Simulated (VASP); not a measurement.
# Ir (Fm-3m) in VASP: further runs, part 2 of 2

VASP 6.6.1. Earlier steps stand in the parts before.

## (5) Single point, LDA

This run uses another cell than the first one, of 13.84 Å³/atom, 1.087 times its volume.

Input file INCAR:

```
SYSTEM = Ir
PREC = Accurate
ENCUT = 520
EDIFF = 1E-7
ISMEAR = 0
SIGMA = 0.15
LREAL = .False.
LASPH = .True.
NELM = 100
ALGO = Normal
ISIF = 2
LWAVE = .False.
LCHARG = .True.
GGA = CA
LELF = .True.
LVHAR = .True.
NBANDS = 10
```

Input file KPOINTS:

```
Automatic mesh
0
Gamma
  22 22 22
  0 0 0
```

Input file POSCAR:

```
Ir
1.0
    0.0000000000      1.9054060557      1.9054060557
    1.9054060557      0.0000000000      1.9054060557
    1.9054060557      1.9054060557      0.0000000000
Ir
1
Direct
    0.0000000000      0.0000000000      0.0000000000
```

Potentials or basis: VASP PAW LDA potentials, release 64 (Ir).

The run is started by

```console
cat potpaw_LDA.64/Ir/POTCAR > POTCAR
mpirun -np 1 vasp_std > vasp.out
```

OUTCAR:

```text
SYSTEM = Ir
   PREC = Accurate
   ENCUT = 520
   EDIFF = 1E-7
   ISMEAR = 0
   LREAL = .False.
   LASPH = .True.
   NELM = 100
   ISIF = 2
   GGA = CA

 ion  position               nearest neighbor table
   1  0.000  0.000  0.000-

  LATTYP: Found a face centered cubic cell.
 ALAT       =     3.8108121114

  Lattice vectors:

 A1 = (   0.0000000000,   1.9054060557,   1.9054060557)
 A2 = (   1.9054060557,   0.0000000000,   1.9054060557)
 A3 = (   1.9054060557,   1.9054060557,   0.0000000000)

Analysis of symmetry for initial positions (statically):
=====================================================================
 Subroutine PRICEL returns:
 Original cell was already a primitive cell.

 Routine SETGRP: Setting up the symmetry group for a
 face centered cubic supercell.

 Subroutine GETGRP returns: Found 48 space group operations
 (whereof 48 operations were pure point group operations)
 out of a pool of 48 trial point group operations.

The static configuration has the point symmetry O_h .

Analysis of symmetry for dynamics (positions and initial velocities):
=====================================================================
 Subroutine PRICEL returns:
[... 156 lines left out ...]

 val. band max:       10.6771710145   @ k =   0.4091   0.4091   0.0000
 cond. band min:      10.6818768741   @ k =   0.3636   0.1818   0.0000
 fundamental gap:      0.0047058596
 Fermi energy:        10.6781509504

 k-point     1 :       0.0000    0.0000    0.0000
  band No.  band energies     occupation
      1      -0.6393      2.00000
      2       6.6546      2.00000
      3       6.6546      2.00000
      4       6.6546      2.00000
      5       9.4782      2.00000
      6       9.4782      2.00000
      7      25.0044      0.00000
      8      30.6767      0.00000
      9      30.6767      0.00000
     10      30.6767      0.00000
[... 287 lines left out ...]
 k-point    24 :      -0.4545    0.0455    0.0000
  band No.  band energies     occupation
      1       2.4353      2.00000
      2       6.5021      2.00000
      3       6.6324      2.00000
      4       9.3967      2.00000
      5      11.5053      0.00000
      6      12.0989      0.00000
      7      18.3753      0.00000
      8      24.7688      0.00000
      9      30.4089      0.00000
     10      30.8602      0.00000

 [... further k-points ...]
[... 5 lines left out ...]
  --------------------------------------------------------------------------------------
  -------------------------------------------------------------------------------------
  Total        0.2424067      0.2424067      0.2424067      0.0000000     -0.0000000      0.0000000
  in kB       28.0713046     28.0713046     28.0713046      0.0000000     -0.0000000      0.0000000
  external PRESSURE =      28.0713046 kB  Pullay stress =       0.0000000 kB

 VOLUME and BASIS-vectors are now :
 -----------------------------------------------------------------------------
  energy-cutoff  :      520.00
  volume of cell :       13.84
      direct lattice vectors                 reciprocal lattice vectors
     0.000000000  1.905406056  1.905406056    -0.262411258  0.262411258  0.262411258
     1.905406056  0.000000000  1.905406056     0.262411258 -0.262411258  0.262411258
     1.905406056  1.905406056  0.000000000     0.262411258  0.262411258 -0.262411258

 POSITION                                       TOTAL-FORCE (eV/Angst)
 -----------------------------------------------------------------------------------
      0.00000      0.00000      0.00000         0.000000      0.000000      0.000000
 -----------------------------------------------------------------------------------
    total drift:                               -0.000000     -0.000000     -0.000000

  FREE ENERGIE OF THE ION-ELECTRON SYSTEM (eV)
  ---------------------------------------------------
  free  energy   TOTEN  =       -10.3265947627 eV

  energy  without entropy=      -10.3146982382  energy(sigma->0) =      -10.32064650
```

OSZICAR:

```text
N       E                     dE             d eps       ncg     rms          rms(c)
DAV:   1     0.469203468473E+02    0.46920E+02   -0.43553E+03  6632   0.823E+02
DAV:   2    -0.998501861365E+01   -0.56905E+02   -0.53867E+02  6690   0.198E+02
DAV:   3    -0.109269947644E+02   -0.94198E+00   -0.93873E+00  7822   0.310E+01
DAV:   4    -0.109356913585E+02   -0.86966E-02   -0.86947E-02  7548   0.270E+00
DAV:   5    -0.109358722064E+02   -0.18085E-03   -0.18084E-03  7564   0.370E-01    0.167E+01
DAV:   6    -0.104279868640E+02    0.50789E+00   -0.87729E-01  7384   0.116E+01    0.668E+00
DAV:   7    -0.103340931365E+02    0.93894E-01   -0.25853E-01  8138   0.569E+00    0.151E+00
DAV:   8    -0.103318477493E+02    0.22454E-02   -0.17215E-03  7066   0.418E-01    0.124E+00
DAV:   9    -0.103266139069E+02    0.52338E-02   -0.26466E-03  7234   0.775E-01    0.558E-02
DAV:  10    -0.103265943153E+02    0.19592E-04   -0.16718E-05  9588   0.455E-02    0.103E-02
DAV:  11    -0.103265947627E+02   -0.44745E-06   -0.17509E-06  7238   0.108E-02    0.875E-04
DAV:  12    -0.103265947627E+02    0.62300E-10   -0.19085E-08  4790   0.119E-03
   1 F= -.10326595E+02 E0= -.10320647E+02  d E =-.118965E-01
```

Wall time 21 s (1 thread of AMD EPYC 9R45 (Zen 5), shared host); peak memory 0.13 GiB.

Results:

```
Free energy : -10.3266 eV
Pressure    : 2.8 GPa
```

Caveat: spin-orbit coupling is left out, which moves the levels of the heavy elements.

## (6) Overview

```csv
cell,gap on the mesh (eV),pressure (GPa)
"a = 2.621 Å, angles 60.0°, 1 atom",none,45.7
"a = 2.646 Å, angles 60.0°, 1 atom",none,29.1
"a = 2.670 Å, angles 60.0°, 1 atom",none,14.9
"a = 2.695 Å, angles 60.0°, 1 atom",none,2.8
```

Alike in all rows: task single point; level LDA; potentials or basis VASP PAW LDA potentials, release 64 (Ir); no spin polarisation; k mesh 22 × 22 × 22; cutoff (eV) 520; smearing gaussian 0.15 eV.

Caveats: spin-orbit coupling is left out, which moves the levels of the heavy elements.

Absolute energies hang on the potentials; compare differences alone.
